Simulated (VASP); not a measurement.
# TiCo (Pm-3m) in VASP: a series of runs

The runs below take TiCo through single point, relaxation of cell and atoms, with PBE, LDA, BLYP+D4.

Program: VASP 6.6.1. These are calculated values, not measurements. Logs are shortened: lines on timing, memory, paths and dates and some standing lists are left out, and cuts for length are marked.

## Step 1: The cell of the first run

Symmetry: Pm-3m, No. 221, cubic system. Conventional cell: a = 2.986 Å, b = 2.986 Å, c = 2.986 Å, α = 90.00°, β = 90.00°, γ = 90.00°. Co (site symmetry m-3m) has 8 Ti at 2.59 Å and 6 Co at 2.99 Å within 3.4 Å. Ti (site symmetry m-3m) has 8 Co at 2.59 Å and 6 Ti at 2.99 Å within 3.4 Å.

## Step 2: Single point, PBE, collinear spin, ferromagnetic start

The input, INCAR:

```
SYSTEM = TiCo
PREC     = Accurate       ! precision mode
ENCUT    = 520            ! plane-wave cutoff, eV
EDIFF    = 1E-6           ! SCF threshold, eV
ISMEAR   = 0              ! smearing method
SIGMA    = 0.027000000000000003 ! smearing width, eV
LREAL    = .FALSE.        ! projectors in reciprocal space
LASPH    = .TRUE.         ! aspherical terms in the spheres
NELM     = 150            ! most SCF steps
ALGO     = Normal         ! electronic algorithm
ISIF     = 2              ! what is computed and relaxed
LWAVE    = .FALSE.        ! write WAVECAR
LCHARG   = .FALSE.        ! write CHGCAR
ISPIN    = 2              ! spin polarisation
MAGMOM   = 2 1            ! initial moments
LORBIT   = 11             ! projections on sites
LMAXMIX  = 4              ! l up to which the mixer works
GGA      = PE             ! functional
NBANDS   = 22             ! bands
```

The input, KPOINTS:

```
regular mesh
0
G
  9 9 9
  0 0 0
```

The input, POSCAR:

```
TiCo
1.0
    2.9861109900      0.0000000000      0.0000000000
    0.0000000000      2.9861109900      0.0000000000
    0.0000000000      0.0000000000      2.9861109900
Co Ti
1 1
Direct
    0.5000000000      0.5000000000      0.5000000000
    0.0000000000      0.0000000000      0.0000000000
```

Potentials or basis: VASP PAW PBE potentials, release 64 (Co, Ti_sv).

The run is started by

```console
$ cat potpaw_PBE.64/Co/POTCAR potpaw_PBE.64/Ti_sv/POTCAR > POTCAR
$ mpirun -np 1 vasp_std > vasp.out
```

OUTCAR:

```text
SYSTEM = TiCo
   PREC = Accurate
   ENCUT = 520
   EDIFF = 1E-6
   ISMEAR = 0
   LREAL = .FALSE.
   LASPH = .TRUE.
   NELM = 150
   ISIF = 2
   ISPIN = 2
   LORBIT = 11
   GGA = PE

 ion  position               nearest neighbor table
   1  0.500  0.500  0.500-   2 2.59   2 2.59   2 2.59   2 2.59   2 2.59   2 2.59   2 2.59   2 2.59

   2  0.000  0.000  0.000-   1 2.59   1 2.59   1 2.59   1 2.59   1 2.59   1 2.59   1 2.59   1 2.59

  LATTYP: Found a simple cubic cell.
 ALAT       =     2.9861109900

  Lattice vectors:

 A1 = (   2.9861109900,   0.0000000000,   0.0000000000)
 A2 = (   0.0000000000,   2.9861109900,   0.0000000000)
 A3 = (   0.0000000000,   0.0000000000,   2.9861109900)

Analysis of symmetry for initial positions (statically):
=====================================================================
 Subroutine PRICEL returns:
 Original cell was already a primitive cell.

 Routine SETGRP: Setting up the symmetry group for a
 simple cubic supercell.

 Subroutine GETGRP returns: Found 48 space group operations
 (whereof 48 operations were pure point group operations)
 out of a pool of 48 trial point group operations.

The static configuration has the point symmetry O_h .

Analysis of symmetry for dynamics (positions and initial velocities):
=====================================================================
 Subroutine PRICEL returns:
 Original cell was already a primitive cell.

 Routine SETGRP: Setting up the symmetry group for a
 simple cubic supercell.

 Subroutine GETGRP returns: Found 48 space group operations
 (whereof 48 operations were pure point group operations)
 out of a pool of 48 trial point group operations.

The dynamic configuration has the point symmetry O_h .

Analysis of structural, dynamic, and magnetic symmetry:
=====================================================================
 Subroutine PRICEL returns:
 Original cell was already a primitive cell.

 Routine SETGRP: Setting up the symmetry group for a
 simple cubic supercell.

 Subroutine GETGRP returns: Found 48 space group operations
 (whereof 48 operations were pure point group operations)
 out of a pool of 48 trial point group operations.

The overall configuration has the point symmetry O_h .

 Subroutine INISYM returns: Found 48 space group operations
 (whereof 48 operations are pure point group operations),
 and found     1 'primitive' translations

----------------------------------------------------------------------------------------

                                     Primitive cell

  volume of cell :      26.6267

  direct lattice vectors                    reciprocal lattice vectors
     2.986110990  0.000000000  0.000000000     0.334883735  0.000000000  0.000000000
     0.000000000  2.986110990  0.000000000     0.000000000  0.334883735  0.000000000
     0.000000000  0.000000000  2.986110990     0.000000000  0.000000000  0.334883735

  length of vectors
     2.986110990  2.986110990  2.986110990     0.334883735  0.334883735  0.334883735

  position of ions in fractional coordinates (direct lattice)
     0.500000000  0.500000000  0.500000000
     0.000000000  0.000000000  0.000000000

  ion indices of the primitive-cell ions
   primitive index   ion index
                 1           1
                 2           2

----------------------------------------------------------------------------------------

 KPOINTS: regular mesh

Automatic generation of k-mesh.
 Grid dimensions read from file:
 generate k-points for:    9    9    9

 Generating k-lattice:

  Cartesian coordinates                     Fractional coordinates (reciprocal lattice)
     0.037209304  0.000000000  0.000000000     0.111111111  0.000000000  0.000000000
     0.000000000  0.037209304  0.000000000     0.000000000  0.111111111  0.000000000
     0.000000000  0.000000000  0.037209304     0.000000000  0.000000000  0.111111111

  Length of vectors
     0.037209304  0.037209304  0.037209304

  Shift w.r.t. Gamma in fractional coordinates (k-lattice)
     0.000000000  0.000000000  0.000000000

 Subroutine IBZKPT returns following result:
 ===========================================

 Found     35 irreducible k-points:

 Following reciprocal coordinates:
            Coordinates               Weight
  0.000000  0.000000  0.000000      1.000000
  0.111111  0.000000  0.000000      6.000000
  0.222222  0.000000  0.000000      6.000000
  0.333333  0.000000  0.000000      6.000000
  0.444444  0.000000  0.000000      6.000000
  0.111111  0.111111  0.000000     12.000000
[... 16 lines left out ...]
  0.333333  0.333333  0.111111     24.000000
  0.444444  0.333333  0.111111     48.000000
 [... further k-points ...]
   k-points           NKPTS =     35   k-points in BZ     NKDIM =     35   number of bands    NBANDS=     22
   number of dos      NEDOS =    301   number of ions     NIONS =      2
   total plane-waves  NPLWV =  13824
   dimension x,y,z NGX =    24 NGY =   24 NGZ =   24
   dimension x,y,z NGXF=    48 NGYF=   48 NGZF=   48
   ions per type =               1   1
   NGX,Y,Z   is equivalent  to a cutoff of  13.36, 13.36, 13.36 a.u.
   NGXF,Y,Z  is equivalent  to a cutoff of  26.72, 26.72, 26.72 a.u.
 SYSTEM =  TiCo
   PREC   = accura    normal or accurate (medium, high low for compatibility)
   ISTART =      0    job   : 0-new  1-cont  2-samecut
   ICHARG =      2    charge: 1-file 2-atom 10-const
   ISPIN  =      2    spin polarized calculation?
   LNONCOLLINEAR =      F non collinear calculations
   LSORBIT =      F    spin-orbit coupling
   LASPH  =      T    aspherical Exc in radial PAW
   ENCUT  =  520.0 eV  38.22 Ry    6.18 a.u.   5.55  5.55  5.55*2*pi/ulx,y,z
   NELM   =    150;   NELMIN=  2; NELMDL= -5     # of ELM steps
   EDIFF  = 0.1E-05   stopping-criterion for ELM
   LREAL  =      F    real-space projection
   EDIFFG = 0.1E-04   stopping-criterion for IOM
   NSW    =      0    number of steps for IOM
   IBRION =     -1    ionic relax: 0-MD 1-quasi-New 2-CG
   NFREE  =      0    steps in history (QN), initial steepest desc. (CG)
   ISIF   =      2    stress and relaxation
   ISYM   =      2    0-nonsym 1-usesym 2-fastsym
   POTIM  = 0.5000    time-step for ionic-motion
   TEBEG  =    0.0;   TEEND  =   0.0 temperature during run
   PSTRESS=    0.0 pullay stress
   NELECT =      21.0000    total number of electrons
   NUPDOWN=      -1.0000    fix difference up-down
   EMIN   =  10.00;   EMAX   =-10.00  energy-range for DOS
   EFERMI =   0.00;   METHOD = LEGACY
   ISMEAR =     0;   SIGMA  =   0.03  broadening in eV -4-tet -1-fermi 0-gaus
   EFERMI_NEDOS =   21; number of points for ismear=-14 and -15
   IALGO  =     38    algorithm
   IMIX   =      4    mixing-type and parameters
     AMIX     =   0.40;   BMIX     =  1.00
     AMIX_MAG =   1.60;   BMIX_MAG =  1.00
  volume/ion in A,a.u.               =      13.31        89.84
  Fermi-wavevector in a.u.,A,eV,Ry     =   1.512546  2.858298 31.127355  2.287796
  Thomas-Fermi vector in A             =   2.622456
   LORBIT       =     11    0 simple, 1 ext, 2 COOP (PROOUT), +10 PAW based schemes
   GGA     = PE    functional components
   LHFCALC =     F    Hartree Fock is set to
   AEXX    =    0.0000 exact exchange contribution
   IVDW    =     0    specifies the selected vdW correction
   LEPSILON=     F    determine dielectric tensor
   LRPA    =     F    only Hartree local field effects (RPA)
 spin polarized calculation
 Gauss-broadening in eV      SIGMA  =   0.03
  energy-cutoff  :      520.00
  volume of cell :       26.63
 maximum number of plane-waves:       739
 NGX is ok and might be reduce to    24
   NGX = 11   NGY = 11   NGZ = 11

 number of electron      20.9999983 magnetization       0.8353175

 Free energy of the ion-electron system (eV)
  ---------------------------------------------------
  ext. energy  EPLUGINS =         0.00000000
  ---------------------------------------------------
  free energy    TOTEN  =       -15.67501932 eV

  energy without entropy =      -15.67442844  energy(sigma->0) =      -15.67472388

 E-fermi :   9.9601     XC(G=0): -12.5743

 val. band max:        9.9590730124   @ k =   0.3333   0.3333   0.0000
 cond. band min:       9.9911460087   @ k =   0.3333   0.1111   0.1111
 fundamental gap:      0.0320729963
 Fermi energy:         9.9600713905

 spin component 1

 k-point     1 :       0.0000    0.0000    0.0000
  band No.  band energies     occupation
      1     -47.2126      1.00000
      2     -23.3060      1.00000
      3     -23.3060      1.00000
      4     -23.3060      1.00000
      5       2.2475      1.00000
      6       5.7613      1.00000
[... 14 lines left out ...]
     21      29.2533      0.00000
     22      30.8749      0.00000

 k-point     2 :       0.1111    0.0000    0.0000
  band No.  band energies     occupation
      1     -47.2089      1.00000
      2     -23.3415      1.00000
      3     -23.3034      1.00000
      4     -23.3034      1.00000
      5       2.4911      1.00000
      6       5.8562      1.00000
[... 542 lines left out ...]
 k-point    24 :       0.4444    0.3333    0.1111
  band No.  band energies     occupation
      1     -47.1571      1.00000
      2     -23.5565      1.00000
      3     -23.4874      1.00000
      4     -23.2962      1.00000
      5       5.6746      1.00000
      6       6.2721      1.00000
[... 14 lines left out ...]
     21      26.7270      0.00000
     22      29.7341      0.00000

 [... further k-points ...]

 spin component 2

 k-point     1 :       0.0000    0.0000    0.0000
  band No.  band energies     occupation
      1     -47.2209      1.00000
      2     -23.3149      1.00000
      3     -23.3149      1.00000
      4     -23.3149      1.00000
      5       2.2309      1.00000
      6       6.4125      1.00000
[... 14 lines left out ...]
     21      29.4012      0.00000
     22      30.7532      0.00000

 k-point     2 :       0.1111    0.0000    0.0000
  band No.  band energies     occupation
      1     -47.2172      1.00000
      2     -23.3507      1.00000
      3     -23.3123      1.00000
      4     -23.3123      1.00000
      5       2.4750      1.00000
      6       6.5202      1.00000
[... 542 lines left out ...]
 k-point    24 :       0.4444    0.3333    0.1111
  band No.  band energies     occupation
      1     -47.1649      1.00000
      2     -23.5685      1.00000
      3     -23.4986      1.00000
      4     -23.3053      1.00000
      5       5.9830      1.00000
      6       6.5523      1.00000
[... 14 lines left out ...]
     21      26.7614      0.00000
     22      29.7081      0.00000

 [... further k-points ...]
[... 5 lines left out ...]
  --------------------------------------------------------------------------------------
  -------------------------------------------------------------------------------------
  Total       -0.1295387     -0.1295387     -0.1295387     -0.0000000      0.0000000     -0.0000000
  in kB       -7.7945732     -7.7945732     -7.7945732     -0.0000000      0.0000000     -0.0000000
  external PRESSURE =      -7.7945732 kB  Pullay stress =       0.0000000 kB

 VOLUME and BASIS-vectors are now :
 -----------------------------------------------------------------------------
  energy-cutoff  :      520.00
  volume of cell :       26.63
      direct lattice vectors                 reciprocal lattice vectors
     2.986110990  0.000000000  0.000000000     0.334883735  0.000000000  0.000000000
     0.000000000  2.986110990  0.000000000     0.000000000  0.334883735  0.000000000
     0.000000000  0.000000000  2.986110990     0.000000000  0.000000000  0.334883735

 POSITION                                       TOTAL-FORCE (eV/Angst)
 -----------------------------------------------------------------------------------
      1.49306      1.49306      1.49306         0.000000      0.000000      0.000000
      0.00000      0.00000      0.00000         0.000000      0.000000      0.000000
 -----------------------------------------------------------------------------------
    total drift:                                0.000000      0.000000     -0.000000

  FREE ENERGIE OF THE ION-ELECTRON SYSTEM (eV)
  ---------------------------------------------------
  free  energy   TOTEN  =       -15.6750193197 eV

  energy  without entropy=      -15.6744284417  energy(sigma->0) =      -15.67472388

 total charge

# of ion       s       p       d       tot
------------------------------------------
    1        0.524   0.460   7.303   8.287
    2        2.247   6.179   1.860  10.286
--------------------------------------------------
tot          2.771   6.639   9.163  18.574

 magnetization (x)

# of ion       s       p       d       tot
------------------------------------------
    1        0.026  -0.006   0.897   0.917
    2       -0.003  -0.014  -0.011  -0.028
--------------------------------------------------
tot          0.023  -0.020   0.885   0.889
```

Run time: 24 s. Hardware: 1 thread of Intel Xeon Platinum 8488C (Sapphire Rapids), shared host; peak memory 0.17 GiB.

What came out:

```yaml
Free_energy: -15.6750 eV
Pressure: -0.8 GPa
Net_moment: 0.84 μB per cell
Site_moments: Co +0.92; Ti -0.03 μB
Valence_electrons_inside_the_program's_atomic_spheres: Co 8.29; Ti 10.29
```

Levels at points of the mesh, in eV from the Fermi level:
Spin up:
| k point | band 7 | band 8 | band 9 | band 10 | band 11 | band 12 | band 13 | band 14 | band 15 | band 16 |
| --- | --- | --- | --- | --- | --- | --- | --- | --- | --- | --- |
| (0.00, 0.00, 0.00) | -4.20 | -1.90 | -1.90 | -1.90 | 0.46 | 0.46 | 2.64 | 2.64 | 2.64 | 8.89 |
Spin down:
| k point | band 6 | band 7 | band 8 | band 9 | band 10 | band 11 | band 12 | band 13 | band 14 | band 15 |
| --- | --- | --- | --- | --- | --- | --- | --- | --- | --- | --- |
| (0.00, 0.00, 0.00) | -3.55 | -3.55 | -1.37 | -1.37 | -1.37 | 0.99 | 0.99 | 2.74 | 2.74 | 2.74 |

## Step 3: Single point, LDA, collinear spin, ferromagnetic start

The input, INCAR:

```
SYSTEM = TiCo
PREC = Accurate ; ENCUT = 520
EDIFF = 1E-6 ; ISMEAR = -1
SIGMA = 0.05 ; LREAL = .False.
LASPH = .True. ; NELM = 150
ALGO = Fast ; ISIF = 2
LWAVE = .False. ; LCHARG = .True.
ISPIN = 2 ; MAGMOM = 2 1
LORBIT = 11 ; LMAXMIX = 4
LELF = .True. ; LVHAR = .True.
NBANDS = 22
```

The input, KPOINTS:

```
Automatic mesh
0
Gamma
  9 9 9
  0 0 0
```

POSCAR is that of step 2.

Potentials or basis: VASP PAW LDA potentials, release 64 (Co, Ti_sv).

The run is started by

```console
$ cat potpaw_LDA.64/Co/POTCAR potpaw_LDA.64/Ti_sv/POTCAR > POTCAR
$ mpirun -np 1 vasp_std > vasp.out
```

It took 25 s on 1 thread of Intel Xeon Platinum 8488C (Sapphire Rapids), shared host; peak memory 0.15 GiB.

The run converged. Its results:

* Free energy: -17.4959 eV
* Pressure: -14.8 GPa
* Net moment: 0.44 μB per cell
* Site moments: Co +0.46; Ti -0.01 μB
* Valence electrons inside the program's atomic spheres: Co 8.32; Ti 10.30

Levels at points of the mesh, in eV from the Fermi level:
Spin up:
```csv
k point,band 8,band 9,band 10,band 11,band 12,band 13
"(0.00, 0.00, 0.00)",-1.60,-1.60,-1.60,0.64,0.64,2.69
```
Spin down:
```csv
k point,band 6,band 7,band 8,band 9,band 10,band 11,band 12,band 13,band 14,band 15
"(0.00, 0.00, 0.00)",-3.63,-3.63,-1.32,-1.32,-1.32,0.86,0.86,2.74,2.74,2.74
```

(Part 1 of 3 ends here.)
